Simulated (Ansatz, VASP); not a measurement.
Be2C: VASP beside Ansatz

The input INCAR:

```
PREC = Accurate
ENCUT = 600
EDIFF = 1E-6
ISMEAR = 0
SIGMA = 0.01
LREAL = False
LASPH = True
NELM = 120
ALGO = Normal
ISIF = 2
LWAVE = False
LCHARG = False
GGA = PS
NBANDS = 11
GGA_COMPAT = False
```

KPOINTS

```
Automatic mesh
0
Gamma
  10 10 10
```

The input POSCAR:

```
Be2C
1.0
    2.1323692850      2.1323692850      0.0000000000
   -2.1323692850      2.1323692850      0.0000000000
    0.0000000000      2.1323692850      2.1323692850
Be C
2 1
Direct
    0.2500000000      0.7500000000      0.5000000000
    0.7500000000      0.2500000000      0.5000000000
    0.0000000000      0.0000000000      0.0000000000
```

Input for Ansatz:

```yaml
crystal:
  lattice:
    - [2.13236928495, 2.13236928495, 0.0]
    - [-2.13236928495, 2.13236928495, 0.0]
    - [0.0, 2.13236928495, 2.13236928495]
  atoms:
    - { symbol: Be, position: [0.25, 0.75, 0.5] }
    - { symbol: Be, position: [0.75, 0.25, 0.5] }
    - { symbol: C, position: [0.0, 0.0, 0.0] }
kpoints:
  mp_grid: { grid: [10, 10, 10] }
scf:
  occupations: { method: fixed }
  convergence: { dr2_threshold: 1.0e-10 }
hamiltonian:
  xc: pbesol
  pseudopotentials: { kind: all_electron, lapw: { basis_error: 0.0005 } }
output:
  forces: true
  stress: true
  eigenstates:
    kpoints:
      - [0.0, 0.0, 0.0]
      - [-0.5, 0.5, 0.0]
      - [-0.5, -0.5, -0.5]
      - [0.0, 0.0, -0.5]
      - [0.0, -0.5, -0.5]
      - [0.0, 0.5, 0.0]
      - [-0.5, 0.0, 0.0]
      - [-0.5, 0.0, -0.5]
  eigenvalues: true
```

Alike in both runs: task single point; functional PBEsol; k mesh 10 × 10 × 10; no spin polarisation.

|  | VASP | Ansatz |
| --- | --- | --- |
| version | VASP 6.6.1 | Ansatz 0.2.0 |
| potentials or method | VASP PAW PBE potentials, release 64 (Be, C), cutoff 600 eV | all-electron LAPW, scalar-relativistic |
| occupations | gaussian, width 0.01 eV | fixed |

|  | VASP | Ansatz | Ansatz less VASP |
| --- | --- | --- | --- |
| gap on the k mesh at the Fermi level (eV) | 1.08 | 1.09 | +0.011 |
| pressure (GPa) | 7.6 | 6.8 | -0.83 |

VASP's potentials were made for PBE, not for PBEsol. Ansatz ran all-electron here, and VASP with PAW potentials.
